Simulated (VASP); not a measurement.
# LiB2C2 (P-3m1) in VASP: notebook

The runs below take LiB2C2 through single point, with r2SCAN.

Everything below comes from runs of VASP 6.6.1. Logs are shortened: lines on timing, memory, paths and dates and some standing lists are left out, and cuts for length are marked.

### Step 1. The cell of the first run

The structure is trigonal, space group P-3m1 (No. 164). The conventional cell has a = 2.687 Å, b = 2.687 Å, c = 7.263 Å, α = 90.00°, β = 90.00°, γ = 120.00°. Within 3.1 Å of Li (site symmetry -3m) lie 6 C at 2.34 Å and 6 B at 2.39 Å and 6 Li at 2.69 Å. Within 2.1 Å of B (site symmetry 3m) lie 3 C at 1.55 Å. C (site symmetry 3m) has 3 B at 1.55 Å within 2.1 Å.

### Step 2. Single point, r2SCAN

File POSCAR:

```
LiB2C2
1.0
    2.6874936000      0.0000000000      0.0000000000
   -1.3437468000      2.3274405000      0.0000000000
    0.0000000000      0.0000000000      7.2625752474
Li B C
1 2 2
Direct
    0.0000000000      0.0000000000      0.5000000000
    0.3333333333      0.6666666667      0.7498100000
    0.6666666667      0.3333333333      0.2501900000
    0.3333333333      0.6666666667      0.2582200000
    0.6666666667      0.3333333333      0.7417800000
```

File INCAR.step1:

```
SYSTEM = LiB2C2
  PREC = Accurate
  ENCUT = 520
  ISMEAR = 1
  SIGMA = 0.02
  LREAL = .False.
  LASPH = .True.
  NELM = 60
  NBANDS = 16
  GGA = PE
  ALGO = Normal
  EDIFF = 1E-4
  LWAVE = .True.
  LCHARG = .False.
```

File INCAR.step2:

```
SYSTEM = LiB2C2
  PREC = Accurate
  ENCUT = 520
  EDIFF = 1E-6
  ISMEAR = 1
  SIGMA = 0.02
  LREAL = .False.
  LASPH = .True.
  NELM = 60
  ALGO = Normal
  ISIF = 2
  LWAVE = .False.
  LCHARG = .True.
  METAGGA = R2SCAN
  LMIXTAU = .True.
  LELF = .True.
  LVHAR = .True.
  NBANDS = 16
  ISTART = 1
```

File KPOINTS:

```
regular mesh
0
Gamma
  15 15 5
  0 0 0
```

Potentials or basis: VASP PAW PBE potentials, release 64 (Li_sv, B, C).

The run is started by

```bash
cat potpaw_PBE.64/Li_sv/POTCAR potpaw_PBE.64/B/POTCAR potpaw_PBE.64/C/POTCAR > POTCAR
cp INCAR.step1 INCAR
mpirun -np 1 vasp_std > vasp.out
cp INCAR.step2 INCAR
mpirun -np 1 vasp_std > vasp.out
```

OUTCAR:

```text
SYSTEM = LiB2C2
   PREC = Accurate
   ENCUT = 520
   EDIFF = 1E-6
   ISMEAR = 1
   LREAL = .False.
   LASPH = .True.
   NELM = 60
   ISIF = 2
   METAGGA = R2SCAN
   ISTART = 1

 ion  position               nearest neighbor table
   1  0.000  0.000  0.500-   2 2.39   3 2.39   3 2.39   2 2.39   3 2.39   2 2.39
   2  0.333  0.667  0.750-   5 1.55   5 1.55   5 1.55   1 2.39   1 2.39   1 2.39
   3  0.667  0.333  0.250-   4 1.55   4 1.55   4 1.55   1 2.39   1 2.39   1 2.39
   4  0.333  0.667  0.258-   3 1.55   3 1.55   3 1.55
   5  0.667  0.333  0.742-   2 1.55   2 1.55   2 1.55

  LATTYP: Found a hexagonal cell.
 ALAT       =     2.6874936000
 C/A-ratio  =     2.7023600158

  Lattice vectors:

 A1 = (   2.6874936000,   0.0000000000,   0.0000000000)
 A2 = (  -1.3437468000,   2.3274405000,   0.0000000000)
 A3 = (   0.0000000000,   0.0000000000,   7.2625752474)

Analysis of symmetry for initial positions (statically):
=====================================================================
 Subroutine PRICEL returns:
 Original cell was already a primitive cell.

 Routine SETGRP: Setting up the symmetry group for a
 hexagonal supercell.

 Subroutine GETGRP returns: Found 12 space group operations
 (whereof 12 operations were pure point group operations)
 out of a pool of 24 trial point group operations.

The static configuration has the point symmetry D_3d.

Analysis of symmetry for dynamics (positions and initial velocities):
=====================================================================
 Subroutine PRICEL returns:
 Original cell was already a primitive cell.

 Routine SETGRP: Setting up the symmetry group for a
 hexagonal supercell.

 Subroutine GETGRP returns: Found 12 space group operations
 (whereof 12 operations were pure point group operations)
 out of a pool of 24 trial point group operations.

The dynamic configuration has the point symmetry D_3d.

 Subroutine INISYM returns: Found 12 space group operations
 (whereof 12 operations are pure point group operations),
 and found     1 'primitive' translations

----------------------------------------------------------------------------------------

                                     Primitive cell

  volume of cell :      45.4273

  direct lattice vectors                    reciprocal lattice vectors
     2.687493600  0.000000000  0.000000000     0.372093909  0.214828263  0.000000000
    -1.343746800  2.327440500  0.000000000     0.000000000  0.429656526  0.000000000
     0.000000000  0.000000000  7.262575247     0.000000000  0.000000000  0.137692205
[... 96 lines left out ...]
   ISIF   =      2    stress and relaxation
   ISYM   =      2    0-nonsym 1-usesym 2-fastsym
   POTIM  = 0.5000    time-step for ionic-motion
   TEBEG  =    0.0;   TEEND  =   0.0 temperature during run
   PSTRESS=    0.0 pullay stress
   NELECT =      17.0000    total number of electrons
   NUPDOWN=      -1.0000    fix difference up-down
   EMIN   =  10.00;   EMAX   =-10.00  energy-range for DOS
   EFERMI =   0.00;   METHOD = LEGACY
   ISMEAR =     1;   SIGMA  =   0.02  broadening in eV -4-tet -1-fermi 0-gaus
   EFERMI_NEDOS =   21; number of points for ismear=-14 and -15
   IALGO  =     38    algorithm
   IMIX   =      4    mixing-type and parameters
     AMIX     =   0.40;   BMIX     =  1.00
     AMIX_MAG =   1.60;   BMIX_MAG =  1.00
  volume/ion in A,a.u.               =       9.09        61.31
  Fermi-wavevector in a.u.,A,eV,Ry     =   1.179738  2.229382 18.936341  1.391782
  Thomas-Fermi vector in A             =   2.316043
   LORBIT       =      0    0 simple, 1 ext, 2 COOP (PROOUT), +10 PAW based schemes
   METAGGA = R2SCAN    functional components
   LHFCALC =     F    Hartree Fock is set to
   AEXX    =    0.0000 exact exchange contribution
   IVDW    =     0    specifies the selected vdW correction
   LEPSILON=     F    determine dielectric tensor
   LRPA    =     F    only Hartree local field effects (RPA)
 non-spin polarized calculation
 Methfessel and Paxton  Order N= 1 SIGMA  =   0.02
  energy-cutoff  :      520.00
  volume of cell :       45.43
 maximum number of plane-waves:      1251
   NGX =  9   NGY =  9   NGZ = 27

 number of electron      17.0000009 magnetization

 Free energy of the ion-electron system (eV)
  ---------------------------------------------------
  ext. energy  EPLUGINS =         0.00000000
  ---------------------------------------------------
  free energy    TOTEN  =       -37.20064533 eV

  energy without entropy =      -37.20066800  energy(sigma->0) =      -37.20065289

 E-fermi :   2.5775     XC(G=0): -10.6455

 val. band max:        2.5641985830   @ k =   0.3333   0.2667   0.4000
 cond. band min:       2.5789262859   @ k =   0.0667   0.0667   0.0000
 fundamental gap:      0.0147277029
 Fermi energy:         2.5774811425

 k-point     1 :       0.0000    0.0000    0.0000
  band No.  band energies     occupation
      1     -44.0067      2.00000
      2     -12.3263      2.00000
      3     -12.1029      2.00000
      4      -2.8908      2.00000
      5      -1.1205      2.00000
      6       3.1873      0.00000
[... 433 lines left out ...]
      3      -7.8196      2.00000
      4      -4.8743      2.00000
      5      -4.8218      2.00000
      6      -2.0573      2.00000
[... 8 lines left out ...]
     15      14.8639      0.00000
     16      16.1290      0.00000

 [... further k-points ...]

------------------------ aborting loop because EDIFF is reached ----------------------------------------

  FORCE on cell =-STRESS in cart. coord.  units (eV):
  Direction    XX          YY          ZZ          XY          YZ          ZX
  --------------------------------------------------------------------------------------
  -------------------------------------------------------------------------------------
  Total        1.1632195      1.1632222     -0.7599700      0.0000000      0.0000000      0.0000000
  in kB       41.0256591     41.0257568    -26.8034297      0.0000000      0.0000000      0.0000000
  external PRESSURE =      18.4159954 kB  Pullay stress =       0.0000000 kB

 VOLUME and BASIS-vectors are now :
 -----------------------------------------------------------------------------
  energy-cutoff  :      520.00
  volume of cell :       45.43
      direct lattice vectors                 reciprocal lattice vectors
     2.687493600  0.000000000  0.000000000     0.372093909  0.214828263  0.000000000
    -1.343746800  2.327440500  0.000000000     0.000000000  0.429656526  0.000000000
     0.000000000  0.000000000  7.262575247     0.000000000  0.000000000  0.137692205

 POSITION                                       TOTAL-FORCE (eV/Angst)
 -----------------------------------------------------------------------------------
      0.00000      0.00000      3.63129         0.000000      0.000000      0.000000
     -0.00000      1.55163      5.44555        -0.000000      0.000000     -0.004095
      1.34375      0.77581      1.81702        -0.000000     -0.000000      0.004095
     -0.00000      1.55163      1.87534         0.000000     -0.000000      0.142971
      1.34375      0.77581      5.38723         0.000000      0.000000     -0.142971
 -----------------------------------------------------------------------------------
    total drift:                               -0.000000     -0.000000     -0.000000

  FREE ENERGIE OF THE ION-ELECTRON SYSTEM (eV)
  ---------------------------------------------------
  free  energy   TOTEN  =       -37.2006453324 eV

  energy  without entropy=      -37.2006680031  energy(sigma->0) =      -37.20065289
```

OUTCAR.step1:

```text
SYSTEM = LiB2C2
   PREC = Accurate
   ENCUT = 520
   ISMEAR = 1
   LREAL = .False.
   LASPH = .True.
[... 689 lines left out ...]
      1.34375      0.77581      1.81702         0.000000     -0.000000      0.053383
     -0.00000      1.55163      1.87534        -0.000000     -0.000000      0.074785
      1.34375      0.77581      5.38723         0.000000      0.000000     -0.074785
 -----------------------------------------------------------------------------------
    total drift:                               -0.000000     -0.000000     -0.000000

  FREE ENERGIE OF THE ION-ELECTRON SYSTEM (eV)
  ---------------------------------------------------
  free  energy   TOTEN  =       -33.7814842339 eV

  energy  without entropy=      -33.7815814266  energy(sigma->0) =      -33.78151663
```

OSZICAR.step1:

```text
N       E                     dE             d eps       ncg     rms          rms(c)
DAV:   1     0.509775309941E+02    0.50978E+02   -0.76565E+03  3808   0.101E+03
DAV:   2    -0.310328291439E+02   -0.82010E+02   -0.76213E+02  4912   0.219E+02
DAV:   3    -0.369558008844E+02   -0.59230E+01   -0.58731E+01  7384   0.454E+01
DAV:   4    -0.370405275722E+02   -0.84727E-01   -0.84693E-01  4832   0.598E+00
DAV:   5    -0.370424577231E+02   -0.19302E-02   -0.19300E-02  5912   0.705E-01    0.921E+00
DAV:   6    -0.343432722718E+02    0.26992E+01   -0.28403E+00  5416   0.918E+00    0.456E+00
DAV:   7    -0.337878367061E+02    0.55544E+00   -0.12187E+00  5512   0.627E+00    0.165E+00
DAV:   8    -0.337796193465E+02    0.82174E-02   -0.10223E-01  4952   0.193E+00    0.578E-01
DAV:   9    -0.337808392073E+02   -0.12199E-02   -0.11455E-02  5352   0.643E-01    0.165E-01
DAV:  10    -0.337812809269E+02   -0.44172E-03   -0.20044E-03  5096   0.268E-01    0.462E-02
DAV:  11    -0.337815019132E+02   -0.22099E-03   -0.47354E-04  5280   0.138E-01    0.379E-02
DAV:  12    -0.337814842339E+02    0.17679E-04   -0.72762E-05  4128   0.543E-02
   1 F= -.33781484E+02 E0= -.33781517E+02  d E =0.971927E-04
```

It took 8.4 min on 1 thread of Oxide Virtual Turin-like, shared host; peak memory 0.18 GiB.

Results:

```
Free energy            : -37.2006 eV
Largest force          : 0.143 eV/Å
Band gap on the k mesh : zero (an odd number of electrons rules out a gap without spin polarisation)
```

Forces in eV/Å, atoms in the order of the input:
```
Li   0.000  0.000  0.000
B    0.000  0.000 -0.004
B    0.000  0.000  0.004
C    0.000  0.000  0.143
C    0.000  0.000 -0.143
```

Levels at points of the mesh, in eV from the Fermi level:
| k point | band 5 | band 6 | band 7 | band 8 | band 9 | band 10 | band 11 | band 12 | band 13 | band 14 |
| --- | --- | --- | --- | --- | --- | --- | --- | --- | --- | --- |
| (0.00, 0.00, 0.00) | -3.70 | 0.61 | 0.61 | 0.67 | 0.67 | 5.18 | 10.59 | 10.59 | 10.94 | 10.94 |

Caveat: the cutoff is under 1.25 times the usual one of these potentials, so pressure, stress and relaxed cells hold a basis-set (Pulay) error; the PAW data sets were made with another functional, which shifts forces and pressure a little.

### Step 3. Single point, r2SCAN

POSCAR: that of step 2 with these lines changed.

```diff
@@ -2,5 +2,5 @@
 1.0
-    2.6874936000      0.0000000000      0.0000000000
-   -1.3437468000      2.3274405000      0.0000000000
-    0.0000000000      0.0000000000      7.2625752474
+    2.7010668000      0.0000000000      0.0000000000
+   -1.3505334000      2.3391952500      0.0000000000
+    0.0000000000      0.0000000000      7.1897679352
 Li B C
```

File INCAR.step1:

```
SYSTEM = LiB2C2
PREC = Accurate
ENCUT = 520
ISMEAR = 1
SIGMA = 0.02
LREAL = .FALSE.
LASPH = .TRUE.
NELM = 60
NBANDS = 16
GGA = PE
ALGO = Normal
EDIFF = 1E-4
LWAVE = .TRUE.
LCHARG = .FALSE.
```

File INCAR.step2:

```
SYSTEM = LiB2C2
PREC = Accurate
ENCUT = 520
EDIFF = 1E-6
ISMEAR = 1
SIGMA = 0.02
LREAL = .FALSE.
LASPH = .TRUE.
NELM = 60
ALGO = Normal
ISIF = 2
LWAVE = .FALSE.
LCHARG = .FALSE.
METAGGA = R2SCAN
LMIXTAU = .TRUE.
NBANDS = 16
ISTART = 1
```

File KPOINTS:

```
regular mesh
0
G
  15 15 5
  0 0 0
```

Potentials or basis: VASP PAW PBE potentials, release 64 (Li_sv, B, C).

The run is started by

```bash
cat potpaw_PBE.64/Li_sv/POTCAR potpaw_PBE.64/B/POTCAR potpaw_PBE.64/C/POTCAR > POTCAR
cp INCAR.step1 INCAR
mpirun -np 1 vasp_std > vasp.out
cp INCAR.step2 INCAR
mpirun -np 1 vasp_std > vasp.out
```

Run time: 5.9 min. Hardware: 1 thread of Oxide Virtual Turin-like, shared host; peak memory 0.18 GiB.

The run converged. Its results:

* Free energy: -37.2146 eV
* Largest force: 0.107 eV/Å
* Band gap on the k mesh: zero (an odd number of electrons rules out a gap without spin polarisation)

Forces on the atoms (eV/Å):
```
Li   0.000  0.000  0.000
B    0.000  0.000  0.006
B    0.000  0.000 -0.006
C    0.000  0.000  0.107
C    0.000  0.000 -0.107
```

Levels at points of the mesh, in eV from the Fermi level:
| k point | band 7 | band 8 | band 9 | band 10 | band 11 | band 12 |
| --- | --- | --- | --- | --- | --- | --- |
| (0.00, 0.00, 0.00) | 0.58 | 0.65 | 0.65 | 5.31 | 10.46 | 10.46 |

Caveat: the cutoff is under 1.25 times the usual one of these potentials, so pressure, stress and relaxed cells hold a basis-set (Pulay) error; the PAW data sets were made with another functional, which shifts forces and pressure a little.

(Part 1 of 2 ends here.)
